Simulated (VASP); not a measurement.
# Te2Mo (P-3m1) in VASP: further runs

The runs below take Te2Mo through single point, with PBE.

Everything below comes from runs of VASP 6.6.1. Logs are shortened: lines on timing, memory, paths and dates and some standing lists are left out, and cuts for length are marked.

### 1 The cell of the first run

The structure is trigonal, space group P-3m1 (No. 164). The conventional cell has a = 3.557 Å, b = 3.557 Å, c = 14.905 Å, α = 90.00°, β = 90.00°, γ = 120.00°. Within 3.6 Å of Te (site symmetry 3m) lie 3 Mo at 2.74 Å and 6 Te at 3.56 Å. Within 3.6 Å of Te (site symmetry 3m) lie 3 Mo at 2.74 Å and 6 Te at 3.56 Å. Mo (site symmetry 3m) has 6 Te at 2.74 Å and 6 Mo at 3.56 Å within 3.6 Å.

### 2 Single point, PBE

INCAR

```
SYSTEM = Te2Mo
PREC = Accurate
ENCUT = 520
EDIFF = 1E-7
ISMEAR = 0
SIGMA = 0.05
LREAL = .False.
LASPH = .True.
NELM = 100
ALGO = Normal
ISIF = 2
LWAVE = .False.
LCHARG = .False.
GGA = PE
NBANDS = 35
```

KPOINTS

```
regular mesh
0
Gamma
  9 9 2
  0 0 0
```

POSCAR

```
Te2Mo
1.0
   -1.7785332447     -3.0805099428      0.0000000000
    1.7785332447     -3.0805099428      0.0000000000
    0.0000000000      0.0000000000     14.9047171722
Te Mo
4 2
Direct
    0.6666666667      0.6666666667      0.1337329909
    0.3333333333      0.3333333333      0.6437969189
    0.6666666667      0.6666666667      0.3763309370
    0.3333333333      0.3333333333      0.8863948650
    0.6666666667      0.6666666667      0.7650958920
    0.3333333333      0.3333333333      0.2550319640
```

Potentials or basis: VASP PAW PBE potentials, release 64 (Te, Mo_sv).

Launch:

```bash
$ cat potpaw_PBE.64/Te/POTCAR potpaw_PBE.64/Mo_sv/POTCAR > POTCAR
$ mpirun -np 1 vasp_std > vasp.out
```

OUTCAR:

```text
SYSTEM = Te2Mo
   PREC = Accurate
   ENCUT = 520
   EDIFF = 1E-7
   ISMEAR = 0
   LREAL = .False.
   LASPH = .True.
   NELM = 100
   ISIF = 2
   GGA = PE

 ion  position               nearest neighbor table
   1  0.667  0.667  0.134-   6 2.74   6 2.74   6 2.74   3 3.62
   2  0.333  0.333  0.644-   5 2.74   5 2.74   5 2.74   4 3.62
   3  0.667  0.667  0.376-   6 2.74   6 2.74   6 2.74   1 3.62
   4  0.333  0.333  0.886-   5 2.74   5 2.74   5 2.74   2 3.62
   5  0.667  0.667  0.765-   4 2.74   4 2.74   4 2.74   2 2.74   2 2.74   2 2.74
   6  0.333  0.333  0.255-   3 2.74   3 2.74   3 2.74   1 2.74   1 2.74   1 2.74

  LATTYP: Found a hexagonal cell.
 ALAT       =     3.5570664894
 C/A-ratio  =     4.1901710908

  Lattice vectors:

 A1 = (  -1.7785332447,   3.0805099428,   0.0000000000)
 A2 = (  -1.7785332447,  -3.0805099428,   0.0000000000)
 A3 = (   0.0000000000,   0.0000000000,  14.9047171722)

Analysis of symmetry for initial positions (statically):
=====================================================================
 Subroutine PRICEL returns:
 Original cell was already a primitive cell.

 Routine SETGRP: Setting up the symmetry group for a
 hexagonal supercell.

 Subroutine GETGRP returns: Found 12 space group operations
 (whereof  6 operations were pure point group operations)
 out of a pool of 24 trial point group operations.

The static configuration has the point symmetry C_3v.
 The point group associated with its full space group is D_3d.

Analysis of symmetry for dynamics (positions and initial velocities):
=====================================================================
 Subroutine PRICEL returns:
 Original cell was already a primitive cell.

 Routine SETGRP: Setting up the symmetry group for a
 hexagonal supercell.

 Subroutine GETGRP returns: Found 12 space group operations
 (whereof  6 operations were pure point group operations)
 out of a pool of 24 trial point group operations.

The dynamic configuration has the point symmetry C_3v.
 The point group associated with its full space group is D_3d.

 Subroutine INISYM returns: Found 12 space group operations
 (whereof  6 operations are pure point group operations),
[... 99 lines left out ...]
   LSORBIT =      F    spin-orbit coupling
   LASPH  =      T    aspherical Exc in radial PAW
   ENCUT  =  520.0 eV  38.22 Ry    6.18 a.u.   6.61  6.61 27.71*2*pi/ulx,y,z
   NELM   =    100;   NELMIN=  2; NELMDL= -5     # of ELM steps
   EDIFF  = 0.1E-06   stopping-criterion for ELM
   LREAL  =      F    real-space projection
   EDIFFG = 0.1E-05   stopping-criterion for IOM
   NSW    =      0    number of steps for IOM
   IBRION =     -1    ionic relax: 0-MD 1-quasi-New 2-CG
   NFREE  =      0    steps in history (QN), initial steepest desc. (CG)
   ISIF   =      2    stress and relaxation
   ISYM   =      2    0-nonsym 1-usesym 2-fastsym
   POTIM  = 0.5000    time-step for ionic-motion
   TEBEG  =    0.0;   TEEND  =   0.0 temperature during run
   PSTRESS=    0.0 pullay stress
   NELECT =      52.0000    total number of electrons
   NUPDOWN=      -1.0000    fix difference up-down
   EMIN   =  10.00;   EMAX   =-10.00  energy-range for DOS
   EFERMI =   0.00;   METHOD = LEGACY
   ISMEAR =     0;   SIGMA  =   0.05  broadening in eV -4-tet -1-fermi 0-gaus
   EFERMI_NEDOS =   21; number of points for ismear=-14 and -15
   IALGO  =     38    algorithm
   IMIX   =      4    mixing-type and parameters
     AMIX     =   0.40;   BMIX     =  1.00
     AMIX_MAG =   1.60;   BMIX_MAG =  1.00
  volume/ion in A,a.u.               =      27.22       183.69
  Fermi-wavevector in a.u.,A,eV,Ry     =   1.117883  2.112493 17.002701  1.249663
  Thomas-Fermi vector in A             =   2.254510
   LORBIT       =      0    0 simple, 1 ext, 2 COOP (PROOUT), +10 PAW based schemes
   GGA     = PE    functional components
   LHFCALC =     F    Hartree Fock is set to
   AEXX    =    0.0000 exact exchange contribution
   IVDW    =     0    specifies the selected vdW correction
   LEPSILON=     F    determine dielectric tensor
   LRPA    =     F    only Hartree local field effects (RPA)
 non-spin polarized calculation
 Gauss-broadening in eV      SIGMA  =   0.05
  energy-cutoff  :      520.00
  volume of cell :      163.32
 maximum number of plane-waves:      4508
   NGX = 13   NGY = 13   NGZ = 55

 number of electron      52.0000001 magnetization

 Free energy of the ion-electron system (eV)
  ---------------------------------------------------
  ext. energy  EPLUGINS =         0.00000000
  ---------------------------------------------------
  free energy    TOTEN  =       -36.07043405 eV

  energy without entropy =      -36.07043405  energy(sigma->0) =      -36.07043405

 E-fermi :   7.3670     XC(G=0):  -9.9171

 val. band max:        6.9701019161   @ k =  -0.3333   0.3333   0.0000
 cond. band min:       7.9646705362   @ k =   0.4444   0.2222   0.0000
 fundamental gap:      0.9945686201
 Fermi energy:         7.3669541738

 k-point     1 :       0.0000    0.0000    0.0000
  band No.  band energies     occupation
      1     -53.7741      2.00000
      2     -53.7741      2.00000
      3     -27.9185      2.00000
      4     -27.9185      2.00000
      5     -27.8170      2.00000
      6     -27.8170      2.00000
[... 901 lines left out ...]
     34      10.6979      0.00000
     35      11.8860      0.00000

------------------------ aborting loop because EDIFF is reached ----------------------------------------

  FORCE on cell =-STRESS in cart. coord.  units (eV):
  Direction    XX          YY          ZZ          XY          YZ          ZX
  --------------------------------------------------------------------------------------
  -------------------------------------------------------------------------------------
  Total        0.0217278      0.0217278      0.2700184      0.0000000      0.0000000      0.0000000
  in kB        0.2131509      0.2131509      2.6489006      0.0000000      0.0000000      0.0000000
  external PRESSURE =       1.0250675 kB  Pullay stress =       0.0000000 kB

 VOLUME and BASIS-vectors are now :
 -----------------------------------------------------------------------------
  energy-cutoff  :      520.00
  volume of cell :      163.32
      direct lattice vectors                 reciprocal lattice vectors
    -1.778533245 -3.080509943  0.000000000    -0.281130534 -0.162310789  0.000000000
     1.778533245 -3.080509943  0.000000000     0.281130534 -0.162310789  0.000000000
     0.000000000  0.000000000 14.904717172     0.000000000  0.000000000  0.067092853

 POSITION                                       TOTAL-FORCE (eV/Angst)
 -----------------------------------------------------------------------------------
      0.00000     -4.10735      1.99325         0.000000     -0.000000      0.006314
      0.00000     -2.05367      9.59561         0.000000     -0.000000     -0.010344
      0.00000     -4.10735      5.60911         0.000000     -0.000000      0.010344
      0.00000     -2.05367     13.21146         0.000000     -0.000000     -0.006314
      0.00000     -4.10735     11.40354        -0.000000      0.000000     -0.013377
      0.00000     -2.05367      3.80118        -0.000000      0.000000      0.013377
 -----------------------------------------------------------------------------------
    total drift:                               -0.000000     -0.000000      0.000008

  FREE ENERGIE OF THE ION-ELECTRON SYSTEM (eV)
  ---------------------------------------------------
  free  energy   TOTEN  =       -36.0704340473 eV

  energy  without entropy=      -36.0704340473  energy(sigma->0) =      -36.07043405
```

OSZICAR:

```text
N       E                     dE             d eps       ncg     rms          rms(c)
DAV:   1     0.392286684459E+03    0.39229E+03   -0.26959E+04  1912   0.132E+03
DAV:   2    -0.157870263701E+02   -0.40807E+03   -0.39551E+03  2095   0.312E+02
DAV:   3    -0.368669822243E+02   -0.21080E+02   -0.20678E+02  2130   0.620E+01
DAV:   4    -0.373843512945E+02   -0.51737E+00   -0.51497E+00  1998   0.943E+00
DAV:   5    -0.373998233098E+02   -0.15472E-01   -0.15462E-01  2162   0.163E+00    0.205E+01
DAV:   6    -0.366566754690E+02    0.74315E+00   -0.65709E+00  1831   0.138E+01    0.870E+00
DAV:   7    -0.365226925141E+02    0.13398E+00   -0.54569E+00  1772   0.114E+01    0.616E+00
DAV:   8    -0.360756246946E+02    0.44707E+00   -0.98507E-01  1762   0.537E+00    0.245E+00
DAV:   9    -0.360777136691E+02   -0.20890E-02   -0.23135E-01  1951   0.218E+00    0.104E+00
DAV:  10    -0.360700769268E+02    0.76367E-02   -0.34935E-02  1832   0.109E+00    0.370E-01
DAV:  11    -0.360704635333E+02   -0.38661E-03   -0.20128E-03  1901   0.205E-01    0.210E-01
DAV:  12    -0.360704897801E+02   -0.26247E-04   -0.95063E-05  1947   0.441E-02    0.198E-01
DAV:  13    -0.360704313825E+02    0.58398E-04   -0.32850E-04  1809   0.949E-02    0.294E-02
DAV:  14    -0.360704318584E+02   -0.47590E-06   -0.20471E-05  2229   0.194E-02    0.273E-02
DAV:  15    -0.360704335076E+02   -0.16492E-05   -0.18318E-06  1619   0.545E-03    0.130E-02
DAV:  16    -0.360704337895E+02   -0.28190E-06   -0.14680E-06  1952   0.583E-03    0.256E-03
DAV:  17    -0.360704339699E+02   -0.18048E-06   -0.68580E-08  1282   0.117E-03    0.152E-03
DAV:  18    -0.360704340473E+02   -0.77331E-07   -0.12409E-08  1008   0.497E-04
   1 F= -.36070434E+02 E0= -.36070434E+02  d E =-.152334E-30
```

Run time: 1.9 min. Hardware: 1 thread of Intel Xeon 6975P-C (Granite Rapids), shared host; peak memory 0.34 GiB.

What came out:

| Quantity | Value |
| --- | --- |
| Free energy | -36.0704 eV |
| Pressure | 0.1 GPa |
| Largest force | 0.013 eV/Å |
| Band gap on the k mesh | 0.99 eV, indirect (least direct gap 1.02 eV) |

Forces on the atoms (eV/Å):
```
Te   0.000  0.000  0.006
Te   0.000  0.000 -0.010
Te   0.000  0.000  0.010
Te   0.000  0.000 -0.006
Mo   0.000  0.000 -0.013
Mo   0.000  0.000  0.013
```

Caveat: spin-orbit coupling is left out, which moves the levels of the heavy elements; this functional lacks dispersion, which binds the layers, so the pressure and a relaxed spacing across them are unreliable. A k mesh can miss the band edges.

### 3 Single point, PBE

This run uses another cell than the first one, of 28.68 Å³/atom, 1.054 times its volume.

INCAR

```
SYSTEM = Te2Mo
  PREC = Accurate
  ENCUT = 520
  EDIFF = 1E-6
  ISMEAR = 0
  SIGMA = 0.05
  LREAL = .False.
  LASPH = .True.
  NELM = 80
  ALGO = Normal
  ISIF = 2
  LWAVE = .False.
  LCHARG = .False.
  GGA = PE
  NBANDS = 35
```

KPOINTS

```
Automatic mesh
0
Gamma
  9 9 2
  0 0 0
```

POSCAR

```
Te2Mo
1.0
   -1.7785332447     -3.0805099428      0.0000000000
    1.7785332447     -3.0805099428      0.0000000000
    0.0000000000      0.0000000000     15.7047171722
Te Mo
4 2
Direct
    0.6666666667      0.6666666667      0.1269206179
    0.3333333333      0.3333333333      0.6110018339
    0.6666666667      0.6666666667      0.3571605982
    0.3333333333      0.3333333333      0.8412418142
    0.6666666667      0.6666666667      0.7261218240
    0.3333333333      0.3333333333      0.2420406080
```

Potentials or basis: VASP PAW PBE potentials, release 64 (Te, Mo_sv).

Launch:

```bash
$ cat potpaw_PBE.64/Te/POTCAR potpaw_PBE.64/Mo_sv/POTCAR > POTCAR
$ mpirun -np 1 vasp_std > vasp.out
```

Wall time 99 s (1 thread of Intel Xeon 6975P-C (Granite Rapids), shared host); peak memory 0.36 GiB.

The run converged. Its results:

```
Free energy            : -36.0733 eV
Pressure               : 0.0 GPa
Largest force          : 0.013 eV/Å
Band gap on the k mesh : 1.04 eV, direct
```

Forces in eV/Å, atoms in the order of the input:
```
Te   0.000  0.000 -0.012
Te   0.000  0.000 -0.013
Te   0.000  0.000  0.013
Te   0.000  0.000  0.012
Mo   0.000  0.000  0.010
Mo   0.000  0.000 -0.010
```

Stress tensor (GPa, compression positive):
```
-0.05  0.00  0.00
 0.00 -0.05  0.00
 0.00  0.00  0.04
```

Levels at points of the mesh, in eV from the valence-band top:
| k point | band 23 | band 24 | band 25 | band 26 | band 27 | band 28 | band 29 | band 30 |
| --- | --- | --- | --- | --- | --- | --- | --- | --- |
| (0.00, 0.00, 0.00) | -0.91 | -0.91 | -0.72 | -0.16 | 2.99 | 2.99 | 3.02 | 3.02 |
| (0.00, 0.00, 0.50) | -0.91 | -0.91 | -0.39 | -0.24 | 3.00 | 3.00 | 3.01 | 3.01 |

Caveat: spin-orbit coupling is left out, which moves the levels of the heavy elements; this functional lacks dispersion, which binds the layers, so the pressure and a relaxed spacing across them are unreliable.

[end of part 1 of 2]
